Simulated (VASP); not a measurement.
Here is a VASP 6.6.1 calculation.

File INCAR:

```
SYSTEM = K2ZrO2
ALGO     = Normal         ! electronic algorithm
EDIFF    = 1E-6           ! SCF threshold, eV
ENCUT    = 520            ! plane-wave cutoff, eV
GGA      = PE             ! functional
ISIF     = 2              ! what is computed and relaxed
ISMEAR   = 0              ! smearing method
LASPH    = .True.         ! aspherical terms in the spheres
LCHARG   = .True.         ! write CHGCAR
LELF     = .True.         ! ELF
LREAL    = .False.        ! projectors in reciprocal space
LVHAR    = .True.       
LWAVE    = .False.        ! write WAVECAR
NBANDS   = 29             ! bands
NELM     = 80             ! most SCF steps
PREC     = Accurate       ! precision mode
SIGMA    = 0.1            ! smearing width, eV
```

Contents of KPOINTS:

```
k-points
0
Gamma
  6 6 4
  0 0 0
```

File POSCAR:

```
K2ZrO2
1.0
    4.0983094180      0.0000000000      0.0000000000
   -2.0491547090      3.5492400685      0.0000000000
    0.0000000000      0.0000000000      8.9844239040
K Zr O
2 1 2
Direct
    0.3333333333      0.6666666667      0.3172840785
    0.6666666667      0.3333333333      0.6827159215
    0.0000000000      0.0000000000      0.0000000000
    0.0000000000      0.0000000000      0.2190719063
    0.0000000000      0.0000000000      0.7809280937
```

Potentials or basis: VASP PAW PBE potentials, release 64 (K_sv, Zr_sv, O).

Command:

```bash
$ cat potpaw_PBE.64/K_sv/POTCAR potpaw_PBE.64/Zr_sv/POTCAR potpaw_PBE.64/O/POTCAR > POTCAR
$ mpirun -np 1 vasp_std > vasp.out
```

Predict the largest force.

0.050 eV/Å.

Predict the band gap on the k mesh.

zero (bands 21 and 22 overlap by 0.14 eV).

Predict the pressure.

0.3 GPa.

Forces on the atoms (eV/Å):
```
K    0.000  0.000  0.029
K    0.000  0.000 -0.029
Zr   0.000  0.000  0.000
O    0.000  0.000  0.050
O    0.000  0.000 -0.050
```
